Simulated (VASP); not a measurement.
# AlNi (P1) in VASP: single point with PBE

Aim: the single point of AlNi with PBE.

Everything below comes from runs of VASP 6.6.1. Logs are shortened: lines on timing, memory, paths and dates and some standing lists are left out, and cuts for length are marked.

### 1 The cell of the first run

The typed cell holds 2 atoms: a = 2.730 Å, b = 2.730 Å, c = 4.210 Å, α = 108.91°, β = 108.91°, γ = 60.01°.

### 2 Single point, PBE (atoms moved at random)

File INCAR:

```
PREC     = Accurate       # precision mode
ENCUT    = 520            # plane-wave cutoff, eV
EDIFF    = 1E-6           # SCF threshold, eV
ISMEAR   = 0              # smearing method
SIGMA    = 0.15           # smearing width, eV
LREAL    = F              # projectors in reciprocal space
LASPH    = T              # aspherical terms in the spheres
NELM     = 100            # most SCF steps
ALGO     = Fast           # electronic algorithm
ISIF     = 2              # what is computed and relaxed
LWAVE    = F              # write WAVECAR
LCHARG   = F              # write CHGCAR
GGA      = PE             # functional
NBANDS   = 14             # bands
```

File KPOINTS:

```
Automatic mesh
0
Gamma
  15 15 14
```

File POSCAR:

```
AlNi
1.0
    2.3639728847     -1.3653627902     -0.0544045529
    2.3639728847      1.3653627902     -0.0544045529
   -1.4855378211      0.0000000000      3.9390445835
Al Ni
1 1
Direct
    0.0099861975     -0.0117564731      0.0541164643
    0.4900138025      0.5117564731      0.4458835357
```

Potentials or basis: VASP PAW PBE potentials, release 64 (Al, Ni).

Launch:

```bash
cat potpaw_PBE.64/Al/POTCAR potpaw_PBE.64/Ni/POTCAR > POTCAR
mpirun -np 1 vasp_std > vasp.out
```

OUTCAR:

```text
PREC = Accurate
   ENCUT = 520
   EDIFF = 1E-6
   ISMEAR = 0
   LREAL = F
   LASPH = T
   NELM = 100
   ISIF = 2
   GGA = PE

 ion  position               nearest neighbor table
   1  0.010  0.988  0.054-   2 2.10   2 2.18   2 2.33   2 2.76   2 2.88   2 2.93
   2  0.490  0.512  0.446-   1 2.10   1 2.18   1 2.33   1 2.76   1 2.88   1 2.93

  LATTYP: Found a base centered monoclinic cell.
 ALAT       =     4.7291976719
 B/A-ratio  =     0.5774183635
 C/A-ratio  =     0.8901841623
 COS(beta)  =    -0.3743058094

  Lattice vectors:

 A1 = (   2.3639728847,  -1.3653627902,  -0.0544045529)
 A2 = (   2.3639728847,   1.3653627902,  -0.0544045529)
 A3 = (  -1.4855378211,   0.0000000000,   3.9390445835)

Analysis of symmetry for initial positions (statically):
=====================================================================
 Subroutine PRICEL returns:
 Original cell was already a primitive cell.

 Routine SETGRP: Setting up the symmetry group for a
 base centered monoclinic supercell.

 Subroutine GETGRP returns: Found  1 space group operations
 (whereof  1 operations were pure point group operations)
 out of a pool of  4 trial point group operations.

The static configuration has the point symmetry C_1 .

Analysis of symmetry for dynamics (positions and initial velocities):
=====================================================================
 Subroutine PRICEL returns:
 Original cell was already a primitive cell.

 Routine SETGRP: Setting up the symmetry group for a
 base centered monoclinic supercell.

 Subroutine GETGRP returns: Found  1 space group operations
 (whereof  1 operations were pure point group operations)
 out of a pool of  4 trial point group operations.

The dynamic configuration has the point symmetry C_1 .

 Subroutine INISYM returns: Found  1 space group operations
 (whereof  1 operations are pure point group operations),
 and found     1 'primitive' translations

----------------------------------------------------------------------------------------

                                     Primitive cell

  volume of cell :      25.2073

  direct lattice vectors                    reciprocal lattice vectors
     2.363972885 -1.365362790 -0.054404553     0.213360169 -0.366203037  0.080464842
     2.363972885  1.365362790 -0.054404553     0.213360169  0.366203037  0.080464842
    -1.485537821  0.000000000  3.939044583     0.005893695  0.000000000  0.256091366

  length of vectors
     2.730484060  2.730484060  4.209856868     0.431395198  0.431395198  0.256159176

  position of ions in fractional coordinates (direct lattice)
     0.009986197  0.988243527  0.054116464
     0.490013803  0.511756473  0.445883536

  ion indices of the primitive-cell ions
   primitive index   ion index
                 1           1
                 2           2

----------------------------------------------------------------------------------------

 KPOINTS: Automatic mesh

Automatic generation of k-mesh.
 Grid dimensions read from file:
 generate k-points for:   15   15   14

 Generating k-lattice:

  Cartesian coordinates                     Fractional coordinates (reciprocal lattice)
     0.014224011 -0.024413536  0.005364323     0.066666667 -0.000000000  0.000000000
     0.014224011  0.024413536  0.005364323    -0.000000000  0.066666667  0.000000000
     0.000420978  0.000000000  0.018292240     0.000000000  0.000000000  0.071428571

  Length of vectors
     0.028759680  0.028759680  0.018297084

  Shift w.r.t. Gamma in fractional coordinates (k-lattice)
     0.000000000  0.000000000  0.000000000

 Subroutine IBZKPT returns following result:
 ===========================================

 Found   1576 irreducible k-points:

 Following reciprocal coordinates:
            Coordinates               Weight
  0.000000  0.000000  0.000000      1.000000
  0.066667  0.000000  0.000000      2.000000
 -0.000000 -0.066667 -0.000000      2.000000
  0.133333  0.000000  0.000000      2.000000
 -0.000000 -0.133333 -0.000000      2.000000
  0.200000  0.000000 -0.000000      2.000000
[... 16 lines left out ...]
  0.333333  0.066667  0.000000      2.000000
 -0.066667 -0.333333  0.000000      2.000000
 [... further k-points ...]
   k-points           NKPTS =   1576   k-points in BZ     NKDIM =   1576   number of bands    NBANDS=     14
   number of dos      NEDOS =    301   number of ions     NIONS =      2
   total plane-waves  NPLWV =  12800
   dimension x,y,z NGX =    20 NGY =   20 NGZ =   32
   dimension x,y,z NGXF=    40 NGYF=   40 NGZF=   64
   ions per type =               1   1
   NGX,Y,Z   is equivalent  to a cutoff of  12.18, 12.18, 12.64 a.u.
   NGXF,Y,Z  is equivalent  to a cutoff of  24.35, 24.35, 25.27 a.u.
 SYSTEM =  unknown system
   PREC   = accura    normal or accurate (medium, high low for compatibility)
   ISTART =      0    job   : 0-new  1-cont  2-samecut
   ICHARG =      2    charge: 1-file 2-atom 10-const
   ISPIN  =      1    spin polarized calculation?
   LNONCOLLINEAR =      F non collinear calculations
   LSORBIT =      F    spin-orbit coupling
   LASPH  =      T    aspherical Exc in radial PAW
   ENCUT  =  520.0 eV  38.22 Ry    6.18 a.u.   5.08  5.08  7.83*2*pi/ulx,y,z
   NELM   =    100;   NELMIN=  2; NELMDL= -5     # of ELM steps
   EDIFF  = 0.1E-05   stopping-criterion for ELM
   LREAL  =      F    real-space projection
   EDIFFG = 0.1E-04   stopping-criterion for IOM
   NSW    =      0    number of steps for IOM
   IBRION =     -1    ionic relax: 0-MD 1-quasi-New 2-CG
   NFREE  =      0    steps in history (QN), initial steepest desc. (CG)
   ISIF   =      2    stress and relaxation
   ISYM   =      2    0-nonsym 1-usesym 2-fastsym
   POTIM  = 0.5000    time-step for ionic-motion
   TEBEG  =    0.0;   TEEND  =   0.0 temperature during run
   PSTRESS=    0.0 pullay stress
   NELECT =      13.0000    total number of electrons
   NUPDOWN=      -1.0000    fix difference up-down
   EMIN   =  10.00;   EMAX   =-10.00  energy-range for DOS
   EFERMI =   0.00;   METHOD = LEGACY
   ISMEAR =     0;   SIGMA  =   0.15  broadening in eV -4-tet -1-fermi 0-gaus
   EFERMI_NEDOS =   21; number of points for ismear=-14 and -15
   IALGO  =     68    algorithm
   IMIX   =      4    mixing-type and parameters
     AMIX     =   0.40;   BMIX     =  1.00
     AMIX_MAG =   1.60;   BMIX_MAG =  1.00
  volume/ion in A,a.u.               =      12.60        85.05
  Fermi-wavevector in a.u.,A,eV,Ry     =   1.312847  2.480921 23.450552  1.723567
  Thomas-Fermi vector in A             =   2.443211
   LORBIT       =      0    0 simple, 1 ext, 2 COOP (PROOUT), +10 PAW based schemes
   GGA     = PE    functional components
   LHFCALC =     F    Hartree Fock is set to
   AEXX    =    0.0000 exact exchange contribution
   IVDW    =     0    specifies the selected vdW correction
   LEPSILON=     F    determine dielectric tensor
   LRPA    =     F    only Hartree local field effects (RPA)
 non-spin polarized calculation
 RMM-DIIS sequential band-by-band and
 Gauss-broadening in eV      SIGMA  =   0.15
  energy-cutoff  :      520.00
  volume of cell :       25.21
 maximum number of plane-waves:       695
   NGX = 11   NGY = 11   NGZ = 15

 number of electron      12.9999998 magnetization

 Free energy of the ion-electron system (eV)
  ---------------------------------------------------
  ext. energy  EPLUGINS =         0.00000000
  ---------------------------------------------------
  free energy    TOTEN  =        -9.19773372 eV

  energy without entropy =       -9.18961905  energy(sigma->0) =       -9.19367639

 E-fermi :   9.1903     XC(G=0): -11.7089

 val. band max:        9.1892177744   @ k =  -0.2667  -0.4000  -0.0000
 cond. band min:       9.1946866276   @ k =  -0.2667   0.2000   0.3571
 fundamental gap:      0.0054688531
 Fermi energy:         9.1903121631

 k-point     1 :       0.0000    0.0000    0.0000
  band No.  band energies     occupation
      1      -1.6396      2.00000
      2       5.2005      2.00000
      3       7.2039      2.00000
      4       7.2185      2.00000
      5       7.5759      2.00000
      6       7.6682      2.00000
      7       8.0583      2.00000
      8      11.6593      0.00000
      9      23.1517      0.00000
     10      23.3673      0.00000
     11      23.7903      0.00000
     12      23.9894      0.00000
     13      26.2922      0.00000
     14      27.6724      0.00000

 k-point     2 :       0.0667    0.0000    0.0000
  band No.  band energies     occupation
      1      -1.5163      2.00000
      2       5.2613      2.00000
      3       7.1326      2.00000
      4       7.2367      2.00000
      5       7.3566      2.00000
      6       7.6341      2.00000
      7       8.4162      2.00000
      8      11.7509      0.00000
      9      21.3755      0.00000
     10      22.3184      0.00000
     11      23.8940      0.00000
     12      25.0682      0.00000
     13      26.3022      0.00000
     14      27.1169      0.00000

 k-point     3 :      -0.0000   -0.0667   -0.0000
  band No.  band energies     occupation
      1      -1.5163      2.00000
      2       5.2621      2.00000
      3       7.1109      2.00000
      4       7.2565      2.00000
      5       7.3646      2.00000
      6       7.6465      2.00000
      7       8.3938      2.00000
      8      11.7531      0.00000
      9      21.3824      0.00000
     10      22.3149      0.00000
     11      23.9089      0.00000
     12      25.0612      0.00000
     13      26.2503      0.00000
     14      27.2340      0.00000

 k-point     4 :       0.1333    0.0000    0.0000
  band No.  band energies     occupation
      1      -1.1491      2.00000
      2       5.4264      2.00000
      3       6.8577      2.00000
      4       7.1235      2.00000
      5       7.3780      2.00000
      6       7.6172      2.00000
      7       8.9471      1.97816
      8      12.0423      0.00000
      9      18.8746      0.00000
     10      21.3162      0.00000
     11      23.1009      0.00000
     12      24.1571      0.00000
     13      25.9021      0.00000
     14      26.6500      0.00000

 k-point     5 :      -0.0000   -0.1333   -0.0000
  band No.  band energies     occupation
      1      -1.1491      2.00000
      2       5.4295      2.00000
      3       6.8397      2.00000
      4       7.1587      2.00000
      5       7.3881      2.00000
      6       7.6199      2.00000
      7       8.9020      1.99343
      8      12.0500      0.00000
      9      18.8896      0.00000
     10      21.3204      0.00000
     11      23.0854      0.00000
[... 276 lines left out ...]
 k-point    22 :      -0.0667   -0.2667   -0.0000
  band No.  band energies     occupation
      1      -0.0247      2.00000
      2       5.6556      2.00000
      3       6.5832      2.00000
      4       6.8487      2.00000
      5       7.4341      2.00000
      6       7.8227      2.00000
      7       9.3431      0.14961
      8      13.3442      0.00000
      9      15.5382      0.00000
     10      18.8607      0.00000
     11      20.9827      0.00000
     12      22.5680      0.00000
     13      23.5332      0.00000
     14      27.7374      0.00000

 k-point    23 :       0.3333    0.0667    0.0000
  band No.  band energies     occupation
      1       0.9039      2.00000
      2       5.6863      2.00000
      3       6.4634      2.00000
      4       6.8211      2.00000
      5       7.3316      2.00000
      6       8.0883      2.00000
      7       9.8237      0.00000
      8      12.5920      0.00000
      9      15.2315      0.00000
     10      18.1354      0.00000
     11      19.1844      0.00000
     12      21.4804      0.00000
     13      22.8211      0.00000
     14      26.9218      0.00000

 k-point    24 :      -0.0667   -0.3333    0.0000
  band No.  band energies     occupation
      1       0.9036      2.00000
      2       5.6818      2.00000
      3       6.5032      2.00000
      4       6.8256      2.00000
      5       7.3651      2.00000
      6       8.0771      2.00000
      7       9.7263      0.00000
      8      12.6203      0.00000
      9      15.2417      0.00000
     10      18.1246      0.00000
     11      19.2140      0.00000
     12      21.4217      0.00000
     13      22.8364      0.00000
     14      26.9104      0.00000

 [... further k-points ...]

------------------------ aborting loop because EDIFF is reached ----------------------------------------

  FORCE on cell =-STRESS in cart. coord.  units (eV):
  Direction    XX          YY          ZZ          XY          YZ          ZX
  --------------------------------------------------------------------------------------
  -------------------------------------------------------------------------------------
  Total        1.1406395      3.3751330      3.7241861      0.3130064     -0.6676461     -0.8612394
  in kB       72.4992273    214.5239863    236.7098545     19.8947373    -42.4356944    -54.7405113
  external PRESSURE =     174.5776894 kB  Pullay stress =       0.0000000 kB

 VOLUME and BASIS-vectors are now :
 -----------------------------------------------------------------------------
  energy-cutoff  :      520.00
  volume of cell :       25.21
      direct lattice vectors                 reciprocal lattice vectors
     2.363972885 -1.365362790 -0.054404553     0.213360169 -0.366203037  0.080464842
     2.363972885  1.365362790 -0.054404553     0.213360169  0.366203037  0.080464842
    -1.485537821  0.000000000  3.939044583     0.005893695  0.000000000  0.256091366

 POSITION                                       TOTAL-FORCE (eV/Angst)
 -----------------------------------------------------------------------------------
      2.27940      1.33568      0.15886         0.643216      0.450865     -4.214389
      1.70578      0.02969      1.70185        -0.643216     -0.450865      4.214389
 -----------------------------------------------------------------------------------
    total drift:                                0.000163      0.000056     -0.001456

  FREE ENERGIE OF THE ION-ELECTRON SYSTEM (eV)
  ---------------------------------------------------
  free  energy   TOTEN  =        -9.1977337247 eV

  energy  without entropy=       -9.1896190465  energy(sigma->0) =       -9.19367639
```

Run time: 13 min. Hardware: 1 thread of Intel Xeon 8259CL, shared host; peak memory 0.64 GiB.

What came out:

```
Free energy            : -9.1977 eV
Pressure               : 17.5 GPa
Largest force          : 4.287 eV/Å
Band gap on the k mesh : zero (an odd number of electrons rules out a gap without spin polarisation)
```

Forces in eV/Å, atoms in the order of the input:
```
Al   0.643  0.451 -4.214
Ni  -0.643 -0.451  4.214
```

Caveat: the cell differs from its parent crystal (atoms moved at random); the stress differs along the axes, from 7 to 24 GPa; forces of over 1 eV/Å act on the atoms, so gaps and moduli don't describe the material at rest. Spin polarisation is off, so any magnetic state and its effect on volume and gap are missing.
